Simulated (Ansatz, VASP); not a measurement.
## BiB: VASP beside Ansatz

POSCAR

```
BiB
1.0
    0.0000000000      2.6166195517      2.6166195517
    2.6166195517      0.0000000000      2.6166195517
    2.6166195517      2.6166195517      0.0000000000
B Bi
1 1
Direct
    0.0000000000      0.0000000000      0.0000000000
    0.5000000000      0.5000000000      0.5000000000
```

INCAR.step1

```
PREC     = Accurate       # precision mode
ENCUT    = 520            # plane-wave cutoff, eV
ISMEAR   = -1             # smearing method
SIGMA    = 0.03           # smearing width, eV
LREAL    = F              # projectors in reciprocal space
LASPH    = T              # aspherical terms in the spheres
NELM     = 80             # most SCF steps
NBANDS   = 16             # bands
GGA      = PE             # functional
ALGO     = Normal         # electronic algorithm
EDIFF    = 1E-4           # SCF threshold, eV
LWAVE    = T              # write WAVECAR
LCHARG   = F              # write CHGCAR
```

INCAR.step2

```
PREC     = Accurate       # precision mode
ENCUT    = 520            # plane-wave cutoff, eV
EDIFF    = 1E-6           # SCF threshold, eV
ISMEAR   = -1             # smearing method
SIGMA    = 0.03           # smearing width, eV
LREAL    = F              # projectors in reciprocal space
LASPH    = T              # aspherical terms in the spheres
NELM     = 80             # most SCF steps
ALGO     = Normal         # electronic algorithm
ISIF     = 2              # what is computed and relaxed
LWAVE    = F              # write WAVECAR
LCHARG   = F              # write CHGCAR
METAGGA  = R2SCAN         # meta-GGA
LMIXTAU  = T            
LUSE_VDW = T            
IVDW_NL  = 2            
BPARAM   = 11.95        
CPARAM   = 0.0093       
NBANDS   = 16             # bands
ISTART   = 1
```

Contents of KPOINTS:

```
regular mesh
0
Gamma
  10 10 10
```

Input for Ansatz:

```yaml
crystal:
  lattice:
    - [0.0, 2.6166195517, 2.6166195517]
    - [2.6166195517, 0.0, 2.6166195517]
    - [2.6166195517, 2.6166195517, 0.0]
  atoms:
    - { symbol: B, position: [0.0, 0.0, 0.0] }
    - { symbol: Bi, position: [0.5, 0.5, 0.5] }
kpoints:
  mp_grid: { grid: [10, 10, 10] }
  band_path:
    path:
      - [0.0, 0.0, 0.0]
      - [0.5, 0.0, 0.5]
      - [0.625, 0.25, 0.625]
      - [0.375, 0.375, 0.75]
      - [0.5, 0.5, 0.5]
      - [0.5, 0.25, 0.75]
    npoints: 1
hamiltonian:
  xc: r2scan
  dispersion: rvv10
scf:
  occupations: { method: fermi_dirac, width: 0.03 }
  n_extra_bands: 4
output:
  forces: true
  stress: true
  eigenvalues: true
```

Alike in both runs: task single point; functional r2SCAN; dispersion rVV10; k mesh 10 × 10 × 10; occupations fermi-dirac, width 0.03 eV; no spin polarisation.

|  | VASP | Ansatz |
| --- | --- | --- |
| version | VASP 6.6.1 | Ansatz 0.2.0 |
| potentials or method | VASP PAW PBE potentials, release 64 (B, Bi_d) | plane waves, PAW |
| plane-wave cutoff (eV) | 520 | 500 |
| valence electrons in the cell | 18 | 18 |

Ansatz gave:

```
pressure (GPa) : 0.2
```

Question: Estimate VASP's values.

Answer: Pressure (GPa): 0.4.

VASP's potentials were made for PBE, not for r2SCAN.

Spin-orbit coupling is off throughout.
